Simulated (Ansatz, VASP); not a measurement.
**One calculation of La, two programs**

File INCAR:

```
SYSTEM = La
PREC = Accurate
ENCUT = 520
EDIFF = 1E-6
ISMEAR = 0
SIGMA = 0.03
LREAL = .False.
LASPH = .True.
NELM = 100
ALGO = Normal
ISIF = 2
LWAVE = .False.
LCHARG = .False.
GGA = CA
NBANDS = 30
```

File KPOINTS:

```
Automatic mesh
0
Gamma
  10 10 3
  0 0 0
```

The input POSCAR:

```
La
1.0
    3.5996230182      0.0000000000      0.0000000000
   -1.7998115091      3.1173649778      0.0000000000
    0.0000000000      0.0000000000     11.5524372057
La
4
Direct
    0.0000000000      1.0000000000      0.0000000000
    1.0000000000      1.0000000000      0.5000000000
    0.3333333333      0.6666666667      0.7500000000
    0.6666666667      0.3333333333      0.2500000000
```

Input for Ansatz:

```yaml
crystal:
  lattice:
    - [3.5996230182, 0.0, 0.0]
    - [-1.7998115091, 3.1173649778, 0.0]
    - [0.0, 0.0, 11.5524372057]
  atoms:
    - { symbol: La, position: [0.0, 1.0, 0.0] }
    - { symbol: La, position: [1.0, 1.0, 0.5] }
    - { symbol: La, position: [0.3333333333, 0.6666666667, 0.75] }
    - { symbol: La, position: [0.6666666667, 0.3333333333, 0.25] }
hamiltonian:
  xc: lda
  pseudopotentials:
    kind: paw
    azcp:
      La: "pseudopotentials/La.paw.azcp"
basis:
  ecutwfc: 420
  fft_grid_basis: typed
kpoints:
  mp_grid: { grid: [10, 10, 3], shift: [0, 0, 0] }
magnetization:
  spin_polarized: false
scf:
  occupations: { method: gaussian, width: 0.03 }
  lower_state_search: "off"
output:
  stress: true
  write_density: true
  write_potential: true
  elf: true
  volumetric_format: npy
```

Alike in both runs: task single point; functional LDA; k mesh 10 × 10 × 3; occupations gaussian, width 0.03 eV; no spin polarisation.

|  | VASP | Ansatz |
| --- | --- | --- |
| version | VASP 6.6.1 | Ansatz 0.2.0 |
| potentials or method | VASP PAW LDA potentials, release 64 (La), cutoff 520 eV | plane waves (420 eV) with PAW, scalar-relativistic |
| valence electrons in the cell | 44 | 44 |

|  | VASP | Ansatz | Ansatz less VASP |
| --- | --- | --- | --- |
| pressure (GPa) | -0.2 | -0.1 | +0.10 |
| traceless stress, the component that is largest in VASP (GPa) | -0.12 | -0.11 | +0.007 |

Ansatz warns that its potentials were made for another functional, while VASP's fit it. LDA's correlation is that of Perdew and Zunger in VASP and of Perdew and Wang (1992) in Ansatz.

Neither program's run includes spin-orbit coupling.
